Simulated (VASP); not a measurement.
## Mg: single point with PBEsol

The system is Mg.

```
Mg
1.0
    -1.83599    1.83599    1.67940
     1.83599   -1.83599    1.67940
     1.83599    1.83599   -1.67940
Mg
1
Direct
  0.00000 0.00000 0.00000
```

```yaml
Program: VASP 6.6.1
Task: single point
Functional: PBEsol
Potentials_or_basis: VASP PAW PBE potentials, release 64 (Mg)
Cutoff: 600 eV
k_mesh: 5 × 5 × 5
Occupations: fermi-dirac, width 0.051704 eV
Spin: no spin polarisation
Dipole_correction: no
Further_INCAR_settings: ALGO = Normal; EDIFF = 1e-06; NBANDS = 7
```

```json
{
  "Pressure": "-0.1 GPa",
  "Band gap on the k mesh": "zero (bands 1 and 2 overlap by 1.72 eV)"
}
```

Stress tensor (GPa, compression positive):
```
 0.62  0.00  0.00
 0.00  0.62  0.00
 0.00  0.00 -1.67
```

Levels at points of the mesh, in eV from the Fermi level:
| k point | band 1 | band 2 | band 3 | band 4 |
| --- | --- | --- | --- | --- |
| (0.00, 0.00, 0.00) | -6.96 | 11.99 | 13.84 | 13.84 |

Wall time 5.4 s on 1 thread of Intel(R) Xeon(R) Platinum 8375C CPU @ 2.90GHz (Ice Lake), on a shared host, peak memory 0.15 GiB.

Caveat: the k points lie up to 0.51 Å⁻¹ apart, too coarse for converged energies and pressures of a metal; the PAW data sets were made with another functional, which shifts forces and pressure a little.
